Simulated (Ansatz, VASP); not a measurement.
**One calculation of Si, two programs**

```
Si
1.0
     3.86771    0.00000    0.00000
     0.00000    3.86771    0.00000
     0.00000    0.00000   25.93952
Si
9
Direct
  0.00000 0.00000 0.28913
  0.50000 0.00000 0.34185
  0.50000 0.50000 0.39457
  0.00000 0.50000 0.44728
  0.00000 0.00000 0.50000
  0.50000 0.00000 0.55272
  0.50000 0.50000 0.60543
  0.00000 0.50000 0.65815
  0.00000 0.00000 0.71087
```

Alike in both runs: task single point; functional PBE; k mesh 7 × 7 × 1; occupations gaussian, width 0.05 eV; no spin polarisation.

|  | VASP | Ansatz |
| --- | --- | --- |
| version | VASP 6.6.1 | Ansatz 0.2.0 |
| potentials or method | VASP PAW PBE potentials, release 64 (Si), cutoff 520 eV | scalar-relativistic, plane waves, PAW |
| valence electrons in the cell | 36 | 36 |

VASP gave:

```
gap on the k mesh at the Fermi level (eV) : none
rms of the force components (eV/Å)        : 0.034
```

Estimate Ansatz's values.

gap on the k mesh at the Fermi level (eV): none; rms of the force components (eV/Å): 0.033.

Atom by atom the forces differ by 0.002 eV/Å (rms over components). A gap of «none» marks a metal or a gap that the smearing closes. With one functional, cell and mesh, what is left measures potentials, basis and numerics.
